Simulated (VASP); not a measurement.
# MoS2 in VASP: settings compared

Aim: see how the results for MoS2 move with the level of theory and the settings. Levels: RPBE, BLYP+D3(BJ), PBE. Tasks: single point, relaxation of cell and atoms.

All numbers are computed with VASP 6.6.1; they aren't measurements. Logs are shortened: lines on timing, memory, paths and dates and some standing lists are left out, and cuts for length are marked.

**What was measured.**

“Multiwavelength excitation Raman Scattering Analysis of bulk and 2 dimensional MoS2: Vibrational properties of atomically thin MoS2 layers”, 2015, arxiv:1506.03228 reports, for a bulk crystal of MoS2 at 300 K: band gap 1.3 eV (indirect).

The results are compared with them further down.

**1. The cell of the first run**

It takes space group P6_3/mmc (No. 194, hexagonal). The conventional cell has a = 3.210 Å, b = 3.210 Å, c = 16.081 Å, α = 90.00°, β = 90.00°, γ = 120.00°. Mo (site symmetry -6m2) has 6 S at 2.42 Å and 6 Mo at 3.21 Å within 3.3 Å. S (site symmetry 3m) has 3 Mo at 2.42 Å and 7 S at 3.13 to 3.21 Å within 3.3 Å.

**2. Single point, RPBE**

Contents of INCAR:

```
PREC     = Accurate       # precision mode
ENCUT    = 520            # plane-wave cutoff, eV
EDIFF    = 1E-6           # SCF threshold, eV
ISMEAR   = -1             # smearing method
SIGMA    = 0.05           # smearing width, eV
LREAL    = F              # projectors in reciprocal space
LASPH    = T              # aspherical terms in the spheres
NELM     = 100            # most SCF steps
ALGO     = Normal         # electronic algorithm
ISIF     = 2              # what is computed and relaxed
LWAVE    = F              # write WAVECAR
LCHARG   = T              # write CHGCAR
GGA      = RP             # functional
LELF     = T              # ELF
LVHAR    = T            
NBANDS   = 35             # bands
```

Contents of KPOINTS:

```
Automatic mesh
0
Gamma
  10 10 3
```

Contents of POSCAR:

```
MoS2
1.0
    3.2100466567      0.0000000000      0.0000000000
   -1.6050233284      2.7799819520      0.0000000000
    0.0000000000      0.0000000000     16.0808258975
Mo S
2 4
Direct
    0.6666666667      0.3333333333      0.7500000000
    0.3333333333      0.6666666667      0.2500000000
    0.6666666667      0.3333333333      0.3472528897
    0.3333333333      0.6666666667      0.8472528897
    0.6666666667      0.3333333333      0.1527471103
    0.3333333333      0.6666666667      0.6527471103
```

Potentials or basis: VASP PAW PBE potentials, release 64 (Mo_sv, S).

Run with:

```bash
$ cat potpaw_PBE.64/Mo_sv/POTCAR potpaw_PBE.64/S/POTCAR > POTCAR
$ mpirun -np 1 vasp_std > vasp.out
```

OUTCAR:

```text
PREC = Accurate
   ENCUT = 520
   EDIFF = 1E-6
   ISMEAR = -1
   LREAL = F
   LASPH = T
   NELM = 100
   ISIF = 2
   GGA = RP

 ion  position               nearest neighbor table
   1  0.667  0.333  0.750-   4 2.42   6 2.42   4 2.42   6 2.42   4 2.42   6 2.42
   2  0.333  0.667  0.250-   3 2.42   5 2.42   3 2.42   5 2.42   3 2.42   5 2.42
   3  0.667  0.333  0.347-   2 2.42   2 2.42   2 2.42
   4  0.333  0.667  0.847-   1 2.42   1 2.42   1 2.42
   5  0.667  0.333  0.153-   2 2.42   2 2.42   2 2.42
   6  0.333  0.667  0.653-   1 2.42   1 2.42   1 2.42

  LATTYP: Found a hexagonal cell.
 ALAT       =     3.2100466567
 C/A-ratio  =     5.0095302708

  Lattice vectors:

 A1 = (   3.2100466567,   0.0000000000,   0.0000000000)
 A2 = (  -1.6050233284,   2.7799819520,   0.0000000000)
 A3 = (   0.0000000000,   0.0000000000,  16.0808258975)

Analysis of symmetry for initial positions (statically):
=====================================================================
 Subroutine PRICEL returns:
 Original cell was already a primitive cell.

 Routine SETGRP: Setting up the symmetry group for a
 hexagonal supercell.

 Subroutine GETGRP returns: Found 24 space group operations
 (whereof 12 operations were pure point group operations)
 out of a pool of 24 trial point group operations.

The static configuration has the point symmetry D_3d.
 The point group associated with its full space group is D_6h.

Analysis of symmetry for dynamics (positions and initial velocities):
=====================================================================
 Subroutine PRICEL returns:
 Original cell was already a primitive cell.

 Routine SETGRP: Setting up the symmetry group for a
 hexagonal supercell.

 Subroutine GETGRP returns: Found 24 space group operations
 (whereof 12 operations were pure point group operations)
 out of a pool of 24 trial point group operations.

The dynamic configuration has the point symmetry D_3d.
 The point group associated with its full space group is D_6h.

 Subroutine INISYM returns: Found 24 space group operations
 (whereof 12 operations are pure point group operations),
 and found     1 'primitive' translations

----------------------------------------------------------------------------------------

[... 99 lines left out ...]
   NELM   =    100;   NELMIN=  2; NELMDL= -5     # of ELM steps
   EDIFF  = 0.1E-05   stopping-criterion for ELM
   LREAL  =      F    real-space projection
   EDIFFG = 0.1E-04   stopping-criterion for IOM
   NSW    =      0    number of steps for IOM
   IBRION =     -1    ionic relax: 0-MD 1-quasi-New 2-CG
   NFREE  =      0    steps in history (QN), initial steepest desc. (CG)
   ISIF   =      2    stress and relaxation
   ISYM   =      2    0-nonsym 1-usesym 2-fastsym
   POTIM  = 0.5000    time-step for ionic-motion
   TEBEG  =    0.0;   TEEND  =   0.0 temperature during run
   PSTRESS=    0.0 pullay stress
   NELECT =      52.0000    total number of electrons
   NUPDOWN=      -1.0000    fix difference up-down
   EMIN   =  10.00;   EMAX   =-10.00  energy-range for DOS
   EFERMI =   0.00;   METHOD = LEGACY
   ISMEAR =    -1;   SIGMA  =   0.05  broadening in eV -4-tet -1-fermi 0-gaus
   EFERMI_NEDOS =   21; number of points for ismear=-14 and -15
   IALGO  =     38    algorithm
   IMIX   =      4    mixing-type and parameters
     AMIX     =   0.40;   BMIX     =  1.00
     AMIX_MAG =   1.60;   BMIX_MAG =  1.00
  volume/ion in A,a.u.               =      23.92       161.40
  Fermi-wavevector in a.u.,A,eV,Ry     =   1.167138  2.205570 18.533994  1.362210
  Thomas-Fermi vector in A             =   2.303642
   LORBIT       =      0    0 simple, 1 ext, 2 COOP (PROOUT), +10 PAW based schemes
   GGA     = RP    functional components
   LHFCALC =     F    Hartree Fock is set to
   AEXX    =    0.0000 exact exchange contribution
   IVDW    =     0    specifies the selected vdW correction
   LEPSILON=     F    determine dielectric tensor
   LRPA    =     F    only Hartree local field effects (RPA)
 non-spin polarized calculation
  energy-cutoff  :      520.00
  volume of cell :      143.50
 maximum number of plane-waves:      3904
 NGX is ok and might be reduce to    24
   NGX = 11   NGY = 11   NGZ = 59

 number of electron      52.0000005 magnetization

 Free energy of the ion-electron system (eV)
  ---------------------------------------------------
  ext. energy  EPLUGINS =         0.00000000
  ---------------------------------------------------
  free energy    TOTEN  =       -41.31687922 eV

  energy without entropy =      -41.31687920  energy(sigma->0) =      -41.31687921

 E-fermi :   4.5718     XC(G=0):  -8.6771

 val. band max:        3.8429954704   @ k =   0.0000   0.0000   0.0000
 cond. band min:       5.4171346852   @ k =   0.3000   0.3000   0.0000
 fundamental gap:      1.5741392148
 Fermi energy:         4.5718083508

 k-point     1 :       0.0000    0.0000    0.0000
  band No.  band energies     occupation
      1     -57.2244      2.00000
      2     -57.2244      2.00000
      3     -31.3392      2.00000
      4     -31.3392      2.00000
      5     -31.1685      2.00000
      6     -31.1685      2.00000
[... 901 lines left out ...]
     34       7.8487      0.00000
     35      10.2028      0.00000

 [... further k-points ...]

------------------------ aborting loop because EDIFF is reached ----------------------------------------

  FORCE on cell =-STRESS in cart. coord.  units (eV):
  Direction    XX          YY          ZZ          XY          YZ          ZX
  --------------------------------------------------------------------------------------
  -------------------------------------------------------------------------------------
  Total       -0.1365489     -0.1365489     -0.1407083      0.0000000      0.0000000      0.0000000
  in kB       -1.5245343     -1.5245343     -1.5709730      0.0000000      0.0000000      0.0000000
  external PRESSURE =      -1.5400139 kB  Pullay stress =       0.0000000 kB

 VOLUME and BASIS-vectors are now :
 -----------------------------------------------------------------------------
  energy-cutoff  :      520.00
  volume of cell :      143.50
      direct lattice vectors                 reciprocal lattice vectors
     3.210046657  0.000000000  0.000000000     0.311521952  0.179857283  0.000000000
    -1.605023328  2.779981952  0.000000000     0.000000000  0.359714566  0.000000000
     0.000000000  0.000000000 16.080825897     0.000000000  0.000000000  0.062185861

 POSITION                                       TOTAL-FORCE (eV/Angst)
 -----------------------------------------------------------------------------------
      1.60502      0.92666     12.06062         0.000000     -0.000000      0.000000
     -0.00000      1.85332      4.02021        -0.000000     -0.000000      0.000000
      1.60502      0.92666      5.58411        -0.000000      0.000000     -0.020940
     -0.00000      1.85332     13.62453        -0.000000     -0.000000     -0.020940
      1.60502      0.92666      2.45630        -0.000000      0.000000      0.020940
     -0.00000      1.85332     10.49671         0.000000     -0.000000      0.020940
 -----------------------------------------------------------------------------------
    total drift:                               -0.000000      0.000000     -0.000000

  FREE ENERGIE OF THE ION-ELECTRON SYSTEM (eV)
  ---------------------------------------------------
  free  energy   TOTEN  =       -41.3168792171 eV

  energy  without entropy=      -41.3168791982  energy(sigma->0) =      -41.31687921
```

stdout:

```text
POSCAR found type information on POSCAR MoS
 POSCAR found :  2 types and       6 ions
 scaLAPACK will be used
 -----------------------------------------------------------------------------
|                                                                             |
|                                                                             |
|     You enforced a specific xc type in the INCAR file but a different       |
|     I HOPE YOU KNOW WHAT YOU ARE DOING!                                     |
|                                                                             |
 -----------------------------------------------------------------------------

 LDA part: xc-table for (Slater+PW92), standard interpolation
 POSCAR, INCAR and KPOINTS ok, starting setup
 FFT: planning ... GRIDC
 FFT: planning ... GRID_SOFT
 FFT: planning ... GRID
 WAVECAR not read
 entering main loop
```

It took 2 min on 1 thread of Intel Xeon Platinum 8488C (Sapphire Rapids), shared host; peak memory 0.3 GiB.

What came out:

- Free energy: -41.3169 eV
- Pressure: -0.2 GPa
- Largest force: 0.021 eV/Å
- Band gap on the k mesh: 1.57 eV (least direct gap 1.85 eV)

Forces on the atoms (eV/Å):
```
Mo   0.000  0.000  0.000
Mo   0.000  0.000  0.000
S    0.000  0.000 -0.021
S    0.000  0.000 -0.021
S    0.000  0.000  0.021
S    0.000  0.000  0.021
```

Levels at points of the mesh, in eV from the valence-band top:
| k point | band 23 | band 24 | band 25 | band 26 | band 27 | band 28 | band 29 | band 30 |
| --- | --- | --- | --- | --- | --- | --- | --- | --- |
| (0.00, 0.00, 0.00) | -1.67 | -1.67 | -0.20 | 0.00 | 2.53 | 2.53 | 2.54 | 2.54 |
| (0.50, 0.00, 0.00) | -1.18 | -1.18 | -0.76 | -0.76 | 2.01 | 2.01 | 2.51 | 2.53 |

Caveat: the PAW data sets were made with another functional, which shifts forces and pressure a little; this functional lacks dispersion, which binds layers or chains, so the pressure and a relaxed spacing across them are unreliable.

**3. Relaxation of cell and atoms, BLYP+D3(BJ)**

This run uses another cell than the first one, of 17.86 Å³/atom.

Contents of INCAR:

```
SYSTEM = MoS2
PREC = Accurate
ENCUT = 600
EDIFF = 1E-6
ISMEAR = -1
SIGMA = 0.05
LREAL = .False.
LASPH = .True.
NELM = 100
ALGO = Normal
ISIF = 3
LWAVE = .False.
LCHARG = .False.
GGA = B5
ALDAX = 1.0
AGGAX = 1.0
AGGAC = 1.0
ALDAC = 0.0
IVDW = 12
VDW_S6 = 1.0
VDW_S8 = 2.6996
VDW_A1 = 0.4298
VDW_A2 = 4.2359
IBRION = 2
NSW = 60
EDIFFG = -0.01
```

Contents of KPOINTS:

```
Automatic mesh
0
Gamma
  10 10 3
  0 0 0
```

Contents of POSCAR:

```
MoS2
1.0
    3.1690000000      0.0000000000      0.0000000000
   -1.5845000000      2.7444345046      0.0000000000
    0.0000000000      0.0000000000     12.3240000000
Mo S
2 4
Direct
    0.6666666667      0.3333333333      0.7500000000
    0.3333333333      0.6666666667      0.2500000000
    0.6666666667      0.3333333333      0.3770000000
    0.3333333333      0.6666666667      0.8770000000
    0.6666666667      0.3333333333      0.1230000000
    0.3333333333      0.6666666667      0.6230000000
```

Potentials or basis: VASP PAW PBE potentials, release 64 (Mo_sv, S).

Run with:

```bash
$ cat potpaw_PBE.64/Mo_sv/POTCAR potpaw_PBE.64/S/POTCAR > POTCAR
$ mpirun -np 1 vasp_std > vasp.out
```

Run time: 17 min. Hardware: 1 thread of Intel Xeon Platinum 8488C (Sapphire Rapids), shared host; peak memory 0.33 GiB.

It converged, with:

- Free energy: -44.0300 eV
- Relaxed volume: 17.28 Å³/atom
- Relaxed cell: a = 3.181 Å, b = 3.181 Å, c = 11.833 Å, α = 90.00°, β = 90.00°, γ = 120.00°
- Space group after relaxing (to 0.1 Å): P6_3/mmc (No. 194)
- Energy gained by relaxing: 9.6 meV/atom
- Ionic steps: 12
- Pressure after relaxing: 0.0 GPa
- Band gap on the k mesh: 0.72 eV (least direct gap 1.80 eV)
- Dispersion energy per atom: -0.966 eV

The path:
```
step  energy change (eV)  largest force (eV/Å)  pressure (GPa)  volume (Å³)
   1              0.0000                0.3357            0.91       107.18
   2             -0.0074                0.0900           -2.53       108.77
   3             -0.0117                0.0680           -1.24       108.16
   4             -0.0294                0.1250           -1.00       107.30
   5             -0.0431                0.2130           -0.53       105.88
   6             -0.0568                0.0528           -0.08       104.21
   7             -0.0575                0.0080            0.04       103.75
   8             -0.0575                0.0041            0.05       103.71
   9             -0.0576                0.0098           -0.04       103.71
  10             -0.0576                0.0108           -0.04       103.71
  11             -0.0576                0.0119            0.06       103.64
  12             -0.0576                0.0008            0.00       103.68
```

Final structure:
```
Mo S
1.0
     3.18090    0.00000    0.00000
    -1.59045    2.75474    0.00000
     0.00000    0.00000   11.83260
Mo S
2 4
Direct
  0.66667 0.33333 0.75000
  0.33333 0.66667 0.25000
  0.66667 0.33333 0.38265
  0.33333 0.66667 0.88265
  0.66667 0.33333 0.11735
  0.33333 0.66667 0.61735
```

Levels at points of the mesh, in eV from the valence-band top:
```tsv
k point	band 23	band 24	band 25	band 26	band 27	band 28	band 29	band 30
(0.00, 0.00, 0.00)	-2.27	-1.27	-0.92	0.00	1.88	1.88	1.93	1.93
(0.50, 0.00, 0.00)	-1.98	-1.63	-1.51	-1.31	1.36	1.43	1.75	2.07
```

Caveat: the PAW data sets were made with another functional, which shifts forces and pressure a little.

(Continued in part 2 of 2.)
